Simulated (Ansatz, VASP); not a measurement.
## Fe: VASP beside Ansatz

The input INCAR:

```
PREC = Accurate ; ENCUT = 520
EDIFF = 1E-6 ; ISMEAR = -1
SIGMA = 0.05 ; LREAL = False
LASPH = True ; NELM = 150
ALGO = Normal ; ISIF = 2
LWAVE = False ; LCHARG = True
ISPIN = 2 ; MAGMOM = 2.5 2.5 2.5 2.5
LORBIT = 11 ; LMAXMIX = 4
LELF = True ; LVHAR = True
NBANDS = 28
```

KPOINTS

```
regular mesh
0
Gamma
  17 17 5
```

File POSCAR:

```
Fe
1.0
    2.4882742446      0.0000000000      0.0000000000
   -1.2441371223      2.1549087074      0.0000000000
    0.0000000000      0.0000000000      8.0101435945
Fe
4
Direct
    1.0000000000      1.0000000000      0.0000000000
    0.0000000000      0.0000000000      0.5000000000
    0.3333333333      0.6666666667      0.2500000000
    0.6666666667      0.3333333333      0.7500000000
```

Input for Ansatz:

```yaml
crystal:
  lattice:
    - [2.4882742446, 0.0, 0.0]
    - [-1.2441371223, 2.1549087074, 0.0]
    - [0.0, 0.0, 8.0101435945]
  atoms:
    - { symbol: Fe, position: [1.0, 1.0, 0.0], spin: 2.5 }
    - { symbol: Fe, position: [0.0, 0.0, 0.5], spin: 2.5 }
    - { symbol: Fe, position: [0.3333333333, 0.6666666667, 0.25], spin: 2.5 }
    - { symbol: Fe, position: [0.6666666667, 0.3333333333, 0.75], spin: 2.5 }
hamiltonian:
  xc: lda
  pseudopotentials:
    kind: paw
    azcp:
      Fe: "pseudopotentials/Fe.paw.azcp"
basis:
  ecutwfc: 420
  fft_grid_basis: typed
kpoints:
  mp_grid: { grid: [17, 17, 5], shift: [0, 0, 0] }
magnetization:
  spin_polarized: true
scf:
  occupations: { method: fermi_dirac, width: 0.05 }
  lower_state_search: "off"
output:
  stress: true
```

Alike in both runs: task single point; functional LDA; k mesh 17 × 17 × 5; occupations fermi-dirac, width 0.05 eV; collinear spin.

|  | VASP | Ansatz |
| --- | --- | --- |
| version | VASP 6.6.1 | Ansatz 0.2.0 |
| potentials or method | VASP PAW LDA potentials, release 64 (Fe), cutoff 520 eV | plane waves (420 eV) with PAW, scalar-relativistic |
| valence electrons in the cell | 32 | 64 |

|  | VASP | Ansatz | Ansatz less VASP |
| --- | --- | --- | --- |
| net moment per atom (μB) | 0.21 | 0.25 | +0.035 |
| size of the moment on the site where the two differ most (μB) | 0.48 | 0.62 | +0.139 |

Ansatz warns that its potentials were made for another functional, while VASP's fit it. LDA's correlation is that of Perdew and Zunger in VASP and of Perdew and Wang (1992) in Ansatz. Site moments also hang on the region over which each program counts them. VASP's potentials hold 32 valence electrons a cell and Ansatz's 64, so a difference there can come from the potentials and not from the codes. Ansatz's warnings: seeded moment not kept.
